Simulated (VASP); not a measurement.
# CO (C2/m) in VASP: notebook, part 2 of 2

VASP 6.6.1. Earlier steps stand in the parts before.

### Step 3. Single point, PBE

This run uses another cell than the first one, of 29.94 Å³/atom.

File INCAR:

```
SYSTEM = CO
PREC     = Accurate       ! precision mode
ENCUT    = 520            ! plane-wave cutoff, eV
EDIFF    = 1E-7           ! SCF threshold, eV
ISMEAR   = 0              ! smearing method
SIGMA    = 0.02           ! smearing width, eV
LREAL    = .FALSE.        ! projectors in reciprocal space
LASPH    = .TRUE.         ! aspherical terms in the spheres
NELM     = 100            ! most SCF steps
ALGO     = Normal         ! electronic algorithm
ISIF     = 2              ! what is computed and relaxed
LWAVE    = .FALSE.        ! write WAVECAR
LCHARG   = .FALSE.        ! write CHGCAR
GGA      = PE             ! functional
NBANDS   = 18             ! bands
```

File KPOINTS:

```
regular mesh
0
G
  6 6 4
  0 0 0
```

File POSCAR:

```
CO
1.0
    2.8340682913     -2.7854282536     -0.1300574932
    2.8340682913      2.7854282536     -0.1300574932
   -1.4839187257      0.0000000000      7.6534459822
C O
2 2
Direct
    0.2436199518      0.2436199518      0.2050439994
    0.7563800482      0.7563800482      0.7949560006
    0.8297373314      0.8297373314      0.6714155961
    0.1702626686      0.1702626686      0.3285844039
```

Potentials or basis: VASP PAW PBE potentials, release 64 (C, O).

Command:

```
> cat potpaw_PBE.64/C/POTCAR potpaw_PBE.64/O/POTCAR > POTCAR
> mpirun -np 1 vasp_std > vasp.out
```

OUTCAR:

```text
SYSTEM = CO
   PREC = Accurate
   ENCUT = 520
   EDIFF = 1E-7
   ISMEAR = 0
   LREAL = .FALSE.
   LASPH = .TRUE.
   NELM = 100
   ISIF = 2
   GGA = PE

 ion  position               nearest neighbor table
   1  0.244  0.244  0.205-   4 1.14
   2  0.756  0.756  0.795-   3 1.14
   3  0.830  0.830  0.671-   2 1.14
   4  0.170  0.170  0.329-   1 1.14

  LATTYP: Found a base centered monoclinic cell.
 ALAT       =     5.6741018783
 B/A-ratio  =     0.9818041034
 C/A-ratio  =     1.3739578008
[... 703 lines left out ...]
  Direction    XX          YY          ZZ          XY          YZ          ZX
  --------------------------------------------------------------------------------------
  -------------------------------------------------------------------------------------
  Total        0.5758086     -0.0260136      1.4003188      0.0000000      0.0000000     -0.9640017
  in kB        7.7033727     -0.3480197     18.7339652      0.0000000      0.0000000    -12.8967588
  external PRESSURE =       8.6964394 kB  Pullay stress =       0.0000000 kB

 VOLUME and BASIS-vectors are now :
 -----------------------------------------------------------------------------
  energy-cutoff  :      520.00
  volume of cell :      119.76
      direct lattice vectors                 reciprocal lattice vectors
     2.834068291 -2.785428254 -0.130057493     0.178008694 -0.179505611  0.034513921
     2.834068291  2.785428254 -0.130057493     0.178008694  0.179505611  0.034513921
    -1.483918726  0.000000000  7.653445982     0.006049919  0.000000000  0.131833110

 POSITION                                       TOTAL-FORCE (eV/Angst)
 -----------------------------------------------------------------------------------
      1.07660      0.00000      1.50592         0.490962      0.000000     -0.788962
      3.10762      0.00000      5.88741        -0.490962      0.000000      0.788962
      3.70674      0.00000      4.92282         0.490668      0.000000     -0.787667
      0.47748      0.00000      2.47052        -0.490668      0.000000      0.787667
 -----------------------------------------------------------------------------------
    total drift:                               -0.000000     -0.000000      0.000000

  FREE ENERGIE OF THE ION-ELECTRON SYSTEM (eV)
  ---------------------------------------------------
  free  energy   TOTEN  =       -29.6207241230 eV

  energy  without entropy=      -29.6207241230  energy(sigma->0) =      -29.62072412
```

It took 1.8 min on 1 thread of Oxide Virtual Turin-like, shared host; peak memory 0.22 GiB.

Results:

```yaml
Free_energy: -29.6207 eV
Pressure: 0.9 GPa
Largest_force: 0.929 eV/Å
Band_gap_on_the_k_mesh: 6.29 eV (least direct gap 6.30 eV)
```

Forces in eV/Å, atoms in the order of the input:
```
C    0.491  0.000 -0.789
C   -0.491  0.000  0.789
O    0.491  0.000 -0.788
O   -0.491  0.000  0.788
```

Stress tensor (GPa, compression positive):
```
 0.77  0.00 -1.29
 0.00 -0.03  0.00
-1.29  0.00  1.87
```

Levels at points of the mesh, in eV from the valence-band top:
```csv
k point,band 8,band 9,band 10,band 11,band 12,band 13
"(0.00, 0.00, 0.00)",-2.84,-0.77,-0.15,6.57,6.81,6.89
"(0.50, 0.00, 0.00)",-2.85,-0.31,-0.13,6.39,6.52,6.90
"(0.50, 0.50, 0.00)",-3.02,-0.06,0.00,6.43,6.44,6.87
"(0.00, 0.00, 0.50)",-2.84,-0.66,-0.25,6.46,6.83,6.97
"(0.50, 0.00, 0.50)",-2.85,-0.31,-0.15,6.40,6.61,6.89
"(0.50, 0.50, 0.50)",-3.07,-0.04,-0.02,6.29,6.51,6.95
```

Caveat: this functional lacks dispersion, which holds the molecules together, so the pressure and a relaxed volume are unreliable; this functional lacks dispersion, which binds layers or chains, so the pressure and a relaxed spacing across them are unreliable. A k mesh can miss the band edges.

### Step 4. Single point, PBE

This run uses another cell than the first one, of 29.94 Å³/atom.

File INCAR:

```
PREC = Accurate ; ENCUT = 520
EDIFF = 1E-7 ; ISMEAR = 0
SIGMA = 0.02 ; LREAL = False
LASPH = True ; NELM = 80
ALGO = Normal ; ISIF = 2
LWAVE = False ; LCHARG = False
GGA = PE ; NBANDS = 18
```

File KPOINTS:

```
regular mesh
0
Gamma
  6 6 4
```

POSCAR is that of step 3.

Command:

```
> cat potpaw_PBE.64/C/POTCAR potpaw_PBE.64/O/POTCAR > POTCAR
> mpirun -np 1 vasp_std > vasp.out
```

It took 2.5 min on 1 thread of Oxide Virtual Turin-like, shared host; peak memory 0.22 GiB.

It converged, with:

* Free energy: -29.6207 eV
* Pressure: 0.9 GPa
* Largest force: 0.929 eV/Å
* Band gap on the k mesh: 6.29 eV (least direct gap 6.30 eV)

Forces on the atoms (eV/Å):
```
C    0.491  0.000 -0.789
C   -0.491  0.000  0.789
O    0.491  0.000 -0.788
O   -0.491  0.000  0.788
```

Stress tensor (GPa, compression positive):
```
 0.77  0.00 -1.29
 0.00 -0.03  0.00
-1.29  0.00  1.87
```

Levels at points of the mesh, in eV from the valence-band top:
```
           k point  band 6  band 7  band 8  band 9  band 10  band 11  band 12  band 13  band 14  band 15
(0.00, 0.00, 0.00)   -2.89   -2.85   -2.84   -0.77    -0.15     6.57     6.81     6.89     7.00     8.89
(0.50, 0.00, 0.00)   -3.10   -2.87   -2.85   -0.31    -0.13     6.39     6.52     6.90     7.16    10.60
(0.50, 0.50, 0.00)   -3.12   -3.06   -3.02   -0.06     0.00     6.43     6.44     6.87     7.05    11.30
(0.00, 0.00, 0.50)   -2.91   -2.89   -2.84   -0.66    -0.25     6.46     6.83     6.97     7.02     8.91
(0.50, 0.00, 0.50)   -3.08   -2.86   -2.85   -0.31    -0.15     6.40     6.61     6.89     7.06    10.49
(0.50, 0.50, 0.50)   -3.08   -3.07   -3.07   -0.04    -0.02     6.29     6.51     6.95     7.08    11.31
```

Caveat: this functional lacks dispersion, which holds the molecules together, so the pressure and a relaxed volume are unreliable; this functional lacks dispersion, which binds layers or chains, so the pressure and a relaxed spacing across them are unreliable. A k mesh can miss the band edges.

### Step 5. Relaxation of cell and atoms, PBE

This run uses another cell than the first one, of 29.94 Å³/atom.

File INCAR:

```
SYSTEM = CO
PREC = Accurate
ENCUT = 600
EDIFF = 1E-6
ISMEAR = 0
SIGMA = 0.02
LREAL = .FALSE.
LASPH = .TRUE.
NELM = 100
ALGO = Normal
ISIF = 3
LWAVE = .FALSE.
LCHARG = .FALSE.
GGA = PE
IBRION = 2
NSW = 80
EDIFFG = -0.01
```

File KPOINTS:

```
regular mesh
0
G
  6 6 4
  0 0 0
```

POSCAR is that of step 4.

Command:

```
> cat potpaw_PBE.64/C/POTCAR potpaw_PBE.64/O/POTCAR > POTCAR
> mpirun -np 1 vasp_std > vasp.out
```

Wall time 30 min (1 thread of Oxide Virtual Turin-like, shared host); peak memory 0.26 GiB.

The run converged. Its results:

- Free energy: -29.6509 eV
- Relaxed volume: 27.02 Å³/atom
- Relaxed cell: a = 4.035 Å, b = 4.035 Å, c = 6.904 Å, α = 101.22°, β = 101.22°, γ = 86.50°
- Space group after relaxing (to 0.1 Å): C2/m (No. 12)
- Energy gained by relaxing: 4.7 meV/atom
- Ionic steps: 53
- Pressure after relaxing: 0.0 GPa
- Largest force after relaxing: 0.010 eV/Å
- Band gap on the k mesh: 5.99 eV (least direct gap 6.11 eV)

Forces in eV/Å, atoms in the order of the input:
```
C    0.003  0.000 -0.005
C   -0.003  0.000  0.005
O   -0.006  0.000 -0.007
O    0.006  0.000  0.007
```

Step by step:
```tsv
step	energy change (eV)	largest force (eV/Å)	pressure (GPa)	volume (Å³)
1	0.0000	0.8928	0.77	119.76
3	-0.0062	0.2019	-0.33	119.93
5	-0.0066	0.0066	-0.11	119.89
7	-0.0069	0.0204	-0.10	119.60
9	-0.0094	0.0266	-0.09	117.06
11	-0.0163	0.0885	0.07	107.18
13	-0.0162	0.2614	0.30	104.95
15	-0.0165	0.1845	0.22	104.71
17	-0.0165	0.1548	-0.15	103.63
19	-0.0168	0.0164	0.01	104.15
21	-0.0168	0.0128	0.01	104.11
23	-0.0168	0.0125	0.02	104.13
25	-0.0168	0.0126	0.02	104.13
27	-0.0168	0.0122	0.01	104.15
29	-0.0169	0.0156	0.00	104.21
31	-0.0172	0.0449	-0.04	104.45
33	-0.0179	0.1624	-0.20	105.39
35	-0.0179	0.1614	-0.19	105.39
37	-0.0179	0.1468	-0.18	105.42
39	-0.0181	0.0951	-0.13	105.52
41	-0.0183	0.1178	0.12	105.93
43	-0.0184	0.0565	0.05	105.81
45	-0.0184	0.0615	0.05	105.87
47	-0.0186	0.0633	0.05	106.28
49	-0.0187	0.1201	0.10	107.85
51	-0.0188	0.0164	-0.02	108.08
53	-0.0188	0.0097	-0.02	108.10
```

Final structure:
```cif
data_structure
_symmetry_space_group_name_H-M 'P 1'
_symmetry_Int_Tables_number 1
_cell_length_a 4.0346
_cell_length_b 4.0346
_cell_length_c 6.9042
_cell_angle_alpha 101.218
_cell_angle_beta 101.218
_cell_angle_gamma 86.497
_cell_volume 108.10
loop_
_atom_site_label
_atom_site_type_symbol
_atom_site_fract_x
_atom_site_fract_y
_atom_site_fract_z
_atom_site_occupancy
C1 C 0.24354 0.24354 0.19818 1
C2 C 0.75646 0.75646 0.80182 1
O1 O 0.81635 0.81635 0.65736 1
O2 O 0.18365 0.18365 0.34264 1
```

Levels at points of the mesh, in eV from the valence-band top:
```
           k point  band 8  band 9  band 10  band 11  band 12  band 13
(0.00, 0.00, 0.00)   -2.77   -0.99     0.00     6.47     6.58     6.82
(0.50, 0.00, 0.00)   -2.82   -0.43    -0.16     6.19     6.40     6.81
(0.50, 0.50, 0.00)   -2.94   -0.14    -0.12     6.17     6.19     6.90
(0.00, 0.00, 0.50)   -2.80   -0.81    -0.15     6.29     6.64     6.92
(0.50, 0.00, 0.50)   -2.83   -0.44    -0.18     6.29     6.51     6.78
(0.50, 0.50, 0.50)   -3.00   -0.14    -0.12     5.99     6.28     6.97
```

Caveat: this functional lacks dispersion, which holds the molecules together, so the pressure and a relaxed volume are unreliable.

### Step 6. Summary

| task | cell | cutoff (eV) | smearing | gap on the mesh (eV) | pressure (GPa) | largest force (eV/Å) |
| --- | --- | --- | --- | --- | --- | --- |
| single point | a = 3.659, b = 3.659, c = 7.854 Å, angles 96.5, 96.5, 89.9°, 4 atoms, atomic positions A | 520 | gaussian 0.1 eV | 6.05 | 1.3 | 0.96 |
| single point | a = 3.976, b = 3.976, c = 7.796 Å, angles 99.7, 99.7, 88.9°, 4 atoms, atomic positions B | 520 | gaussian 0.02 eV | 6.29 | 0.9 | 0.93 |
| relaxation of cell and atoms | relaxed from a = 3.976, b = 3.976, c = 7.796 Å, angles 99.7, 99.7, 88.9°, 4 atoms, atomic positions B | 600 | gaussian 0.02 eV | 5.99 | 0.0 | 0.01 |

Alike in all rows: level PBE; potentials or basis VASP PAW PBE potentials, release 64 (C, O); no spin polarisation; k mesh 6 × 6 × 4.

Caveats: this functional lacks dispersion, which holds the molecules together, so the pressure and a relaxed volume are unreliable; this functional lacks dispersion, which binds layers or chains, so the pressure and a relaxed spacing across them are unreliable (at least some runs).

Absolute energies hang on the potentials; compare differences alone.
